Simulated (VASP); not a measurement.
The system is Hf.

```
CELL_PARAMETERS angstrom
-1.70841 1.70841 1.70841
1.70841 -1.70841 1.70841
1.70841 1.70841 -1.70841
ATOMIC_POSITIONS crystal
Hf 0.00000 0.00000 0.00000
```

| Quantity | Value |
| --- | --- |
| Program | VASP 6.6.1 |
| Task | relaxation of cell and atoms |
| Functional | PBEsol |
| Potentials or basis | VASP PAW PBE potentials, release 64 (Hf_pv) |
| Cutoff | 600 eV |
| k mesh | 8 × 8 × 8 |
| Occupations | gaussian, width 0.1 eV |
| Spin | no spin polarisation |

At the start: pressure 7.9 GPa; volume 19.95 Å³/atom.

Task: Where does the relaxation end?

Result: Over 3 steps the energy falls by 30.7 meV/atom and the volume is 21.27 Å³/atom (+6.6 %); space group Im-3m (No. 229, to 0.05 Å).

The path:
```
step  energy change (eV)  largest force (eV/Å)  pressure (GPa)  volume (Å³)
   1              0.0000                0.0000            7.89        19.95
   2              0.0105                0.0000           -7.50        22.92
   3             -0.0307                0.0000           -0.11        21.27
```

Final structure:
```
CELL_PARAMETERS angstrom
-1.74545 1.74545 1.74545
1.74545 -1.74545 1.74545
1.74545 1.74545 -1.74545
ATOMIC_POSITIONS crystal
Hf 0.00000 0.00000 0.00000
```

Caveat: the PAW data sets were made with another functional, which shifts forces and pressure a little.
